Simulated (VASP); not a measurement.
# Ti (Fd-3m) in VASP: a series of runs, part 2 of 2

VASP 6.6.1. The steps go on from the part before.

### 3 Single point, BLYP (volume scaled by 0.88)

Contents of INCAR:

```
SYSTEM = Ti
PREC = Accurate
ENCUT = 520
EDIFF = 1E-6
ISMEAR = -1
SIGMA = 0.1
LREAL = .FALSE.
LASPH = .TRUE.
NELM = 100
ALGO = Normal
ISIF = 2
LWAVE = .FALSE.
LCHARG = .TRUE.
GGA = B5
ALDAX = 1.0
AGGAX = 1.0
AGGAC = 1.0
ALDAC = 0.0
LELF = .TRUE.
LVHAR = .TRUE.
NBANDS = 19
```

Contents of KPOINTS:

```
regular mesh
0
G
  11 11 11
  0 0 0
```

Contents of POSCAR:

```
Ti
1.0
    0.0000000000      2.7913226950      2.7913226950
    2.7913226950      0.0000000000      2.7913226950
    2.7913226950      2.7913226950      0.0000000000
Ti
2
Direct
    0.1250000000      0.1250000000      0.1250000000
    0.8750000000      0.8750000000      0.8750000000
```

Potentials or basis: VASP PAW PBE potentials, release 64 (Ti_sv).

Launch:

```
$ cat potpaw_PBE.64/Ti_sv/POTCAR > POTCAR
$ mpirun -np 1 vasp_std > vasp.out
```

OUTCAR:

```text
SYSTEM = Ti
   PREC = Accurate
   ENCUT = 520
   EDIFF = 1E-6
   ISMEAR = -1
   LREAL = .FALSE.
   LASPH = .TRUE.
   NELM = 100
   ISIF = 2
   GGA = B5

 ion  position               nearest neighbor table
   1  0.125  0.125  0.125-   2 2.42   2 2.42   2 2.42   2 2.42
   2  0.875  0.875  0.875-   1 2.42   1 2.42   1 2.42   1 2.42

  LATTYP: Found a face centered cubic cell.
 ALAT       =     5.5826453900

  Lattice vectors:

 A1 = (   0.0000000000,   2.7913226950,   2.7913226950)
 A2 = (   2.7913226950,   0.0000000000,   2.7913226950)
 A3 = (   2.7913226950,   2.7913226950,   0.0000000000)

Analysis of symmetry for initial positions (statically):
=====================================================================
 Subroutine PRICEL returns:
 Original cell was already a primitive cell.

 Routine SETGRP: Setting up the symmetry group for a
 face centered cubic supercell.

 Subroutine GETGRP returns: Found 48 space group operations
 (whereof 12 operations were pure point group operations)
 out of a pool of 48 trial point group operations.

The static configuration has the point symmetry D_3d.
 The point group associated with its full space group is O_h .

Analysis of symmetry for dynamics (positions and initial velocities):
=====================================================================
 Subroutine PRICEL returns:
 Original cell was already a primitive cell.

 Routine SETGRP: Setting up the symmetry group for a
 face centered cubic supercell.

 Subroutine GETGRP returns: Found 48 space group operations
 (whereof 12 operations were pure point group operations)
 out of a pool of 48 trial point group operations.

The dynamic configuration has the point symmetry D_3d.
 The point group associated with its full space group is O_h .

 Subroutine INISYM returns: Found 48 space group operations
[... 111 lines left out ...]
   EFERMI =   0.00;   METHOD = LEGACY
   ISMEAR =    -1;   SIGMA  =   0.10  broadening in eV -4-tet -1-fermi 0-gaus
   EFERMI_NEDOS =   21; number of points for ismear=-14 and -15
   IALGO  =     38    algorithm
   IMIX   =      4    mixing-type and parameters
     AMIX     =   0.40;   BMIX     =  1.00
     AMIX_MAG =   1.60;   BMIX_MAG =  1.00
  volume/ion in A,a.u.               =      21.75       146.77
  Fermi-wavevector in a.u.,A,eV,Ry     =   1.342740  2.537410 24.530627  1.802950
  Thomas-Fermi vector in A             =   2.470870
   LORBIT       =      0    0 simple, 1 ext, 2 COOP (PROOUT), +10 PAW based schemes
   GGA     = B5    functional components
   LHFCALC =     F    Hartree Fock is set to
   AEXX    =    0.0000 exact exchange contribution
   IVDW    =     0    specifies the selected vdW correction
   LEPSILON=     F    determine dielectric tensor
   LRPA    =     F    only Hartree local field effects (RPA)
 non-spin polarized calculation
  energy-cutoff  :      520.00
  volume of cell :       43.50
 maximum number of plane-waves:      1211
 NGX is ok and might be reduce to    30
   NGX = 15   NGY = 15   NGZ = 15

 number of electron      23.9999995 magnetization

 Free energy of the ion-electron system (eV)
  ---------------------------------------------------
  ext. energy  EPLUGINS =         0.00000000
  ---------------------------------------------------
  free energy    TOTEN  =        -9.55675408 eV

  energy without entropy =       -9.35770549  energy(sigma->0) =       -9.45722979

 E-fermi :   6.2506     XC(G=0):  -9.5701

 val. band max:        6.2505416525   @ k =   0.2727   0.2727   0.0000
 cond. band min:       6.2550376563   @ k =  -0.0909   0.0909   0.0000
 fundamental gap:      0.0044960038
 Fermi energy:         6.2506337202

 k-point     1 :       0.0000    0.0000    0.0000
  band No.  band energies     occupation
      1     -50.1818      2.00000
      2     -49.5801      2.00000
      3     -26.8076      2.00000
      4     -26.8076      2.00000
      5     -26.8076      2.00000
      6     -25.9780      2.00000
[... 505 lines left out ...]
      6     -26.0368      2.00000
[... 11 lines left out ...]
     18       9.7200      0.00000
     19      10.4584      0.00000

 [... further k-points ...]

------------------------ aborting loop because EDIFF is reached ----------------------------------------

  FORCE on cell =-STRESS in cart. coord.  units (eV):
  Direction    XX          YY          ZZ          XY          YZ          ZX
  --------------------------------------------------------------------------------------
  -------------------------------------------------------------------------------------
  Total        1.2035019      1.2035019      1.2035019      0.0000000      0.0000000      0.0000000
  in kB       44.3299474     44.3299474     44.3299474      0.0000000      0.0000000      0.0000000
  external PRESSURE =      44.3299474 kB  Pullay stress =       0.0000000 kB

 VOLUME and BASIS-vectors are now :
 -----------------------------------------------------------------------------
  energy-cutoff  :      520.00
  volume of cell :       43.50
      direct lattice vectors                 reciprocal lattice vectors
     0.000000000  2.791322695  2.791322695    -0.179126548  0.179126548  0.179126548
     2.791322695  0.000000000  2.791322695     0.179126548 -0.179126548  0.179126548
     2.791322695  2.791322695  0.000000000     0.179126548  0.179126548 -0.179126548

 POSITION                                       TOTAL-FORCE (eV/Angst)
 -----------------------------------------------------------------------------------
      0.69783      0.69783      0.69783         0.000000     -0.000000      0.000000
      4.88481      4.88481      4.88481        -0.000000      0.000000     -0.000000
 -----------------------------------------------------------------------------------
    total drift:                               -0.000000      0.000000      0.000000

  FREE ENERGIE OF THE ION-ELECTRON SYSTEM (eV)
  ---------------------------------------------------
  free  energy   TOTEN  =        -9.5567540799 eV

  energy  without entropy=       -9.3577054922  energy(sigma->0) =       -9.45722979
```

OSZICAR:

```text
N       E                     dE             d eps       ncg     rms          rms(c)
DAV:   1     0.276249187286E+03    0.27625E+03   -0.13261E+04  2128   0.151E+03
DAV:   2     0.190885691608E+02   -0.25716E+03   -0.25297E+03  2203   0.440E+02
DAV:   3    -0.811182107037E+01   -0.27200E+02   -0.26281E+02  4112   0.120E+02
DAV:   4    -0.990997712919E+01   -0.17982E+01   -0.17800E+01  2493   0.298E+01
DAV:   5    -0.100108310245E+02   -0.10085E+00   -0.10078E+00  3137   0.549E+00    0.885E+00
DAV:   6    -0.948894667618E+01    0.52188E+00   -0.38587E+00  2744   0.154E+01    0.302E+00
DAV:   7    -0.952398587840E+01   -0.35039E-01   -0.13824E-01  2882   0.297E+00    0.222E+00
DAV:   8    -0.955636398648E+01   -0.32378E-01   -0.10828E-01  2357   0.264E+00    0.601E-01
DAV:   9    -0.955640235882E+01   -0.38372E-04   -0.15877E-02  2368   0.102E+00    0.244E-01
DAV:  10    -0.955672863805E+01   -0.32628E-03   -0.22455E-03  2370   0.355E-01    0.424E-02
DAV:  11    -0.955675114276E+01   -0.22505E-04   -0.40608E-04  3329   0.134E-01    0.137E-02
DAV:  12    -0.955675298423E+01   -0.18415E-05   -0.11519E-05  2335   0.253E-02    0.436E-03
DAV:  13    -0.955675479358E+01   -0.18093E-05   -0.18433E-06  1637   0.168E-02    0.190E-03
DAV:  14    -0.955675407988E+01    0.71370E-06   -0.41891E-07  1154   0.680E-03
   1 F= -.95567541E+01 E0= -.94572298E+01  d E =-.199049E+00
```

Wall time 65 s (1 thread of Intel Xeon Platinum 8259CL at 2.50GHz (Skylake/Cascade Lake), shared host); peak memory 0.19 GiB.

What came out:

- Free energy: -9.5568 eV
- Pressure: 4.4 GPa
- Band gap on the k mesh: zero (band 12 reaches 6.32 eV, above the bottom of band 13 at 6.12 eV)

Caveat: the PAW data sets were made with another functional, which shifts forces and pressure a little.
